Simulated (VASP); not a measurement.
Here is a VASP 6.6.1 calculation.

INCAR

```
SYSTEM = CoSi
PREC     = Accurate       ! precision mode
ENCUT    = 600            ! plane-wave cutoff, eV
EDIFF    = 1E-6           ! SCF threshold, eV
ISMEAR   = -1             ! smearing method
SIGMA    = 0.1            ! smearing width, eV
LREAL    = .FALSE.        ! projectors in reciprocal space
LASPH    = .TRUE.         ! aspherical terms in the spheres
NELM     = 60             ! most SCF steps
ALGO     = Normal         ! electronic algorithm
ISIF     = 3              ! what is computed and relaxed
LWAVE    = .FALSE.        ! write WAVECAR
LCHARG   = .FALSE.        ! write CHGCAR
GGA      = PE             ! functional
IBRION   = 2              ! ionic algorithm
NSW      = 60             ! ionic steps
EDIFFG   = -0.005         ! ionic threshold
PSTRESS  = 1200.0
```

The input KPOINTS:

```
Automatic mesh
0
G
  16 16 16
  0 0 0
```

File POSCAR:

```
CoSi
1.0
    2.5783171238      0.0000000000      0.0000000000
    0.0000000000      2.5783171238      0.0000000000
    0.0000000000      0.0000000000      2.5783171238
Co Si
1 1
Direct
    0.0000000000      0.0000000000      0.0000000000
    0.5000000000      0.5000000000      0.5000000000
```

Potentials or basis: VASP PAW PBE potentials, release 64 (Co, Si).

Launch:

```sh
$ cat potpaw_PBE.64/Co/POTCAR potpaw_PBE.64/Si/POTCAR > POTCAR
$ mpirun -np 1 vasp_std > vasp.out
```

Question: What does it give for the space group after relaxing (to 0.1 Å)?

Answer: Pm-3m (No. 221).

Question: Predict the relaxed volume.

Answer: 8.06 Å³/atom.

Question: What does it give for the relaxed cell?

Answer: a = 2.526 Å, b = 2.526 Å, c = 2.526 Å, α = 90.00°, β = 90.00°, γ = 90.00°.

The path:
| step | energy change (eV) | largest force (eV/Å) | pressure (GPa) | volume (Å³) |
| --- | --- | --- | --- | --- |
| 1 | 0.0000 | 0.0000 | 81.39 | 17.14 |
| 2 | 5.9317 | 0.0000 | 401.41 | 12.51 |
| 3 | 0.5552 | 0.0000 | 115.11 | 16.23 |
| 4 | 0.6201 | 0.0000 | 118.88 | 16.14 |
| 5 | 0.6397 | 0.0000 | 120.10 | 16.11 |
| 6 | 0.6320 | 0.0000 | 119.68 | 16.12 |
| 7 | 0.6378 | 0.0000 | 119.97 | 16.12 |

Caveat: the cell is relaxed towards a set pressure, so the run minimises the enthalpy, not the energy; an odd number of electrons without spin polarisation forces a metal; a magnetic or distorted state may lie lower. Spin polarisation is off, so any magnetic state and its effect on volume and gap are missing.
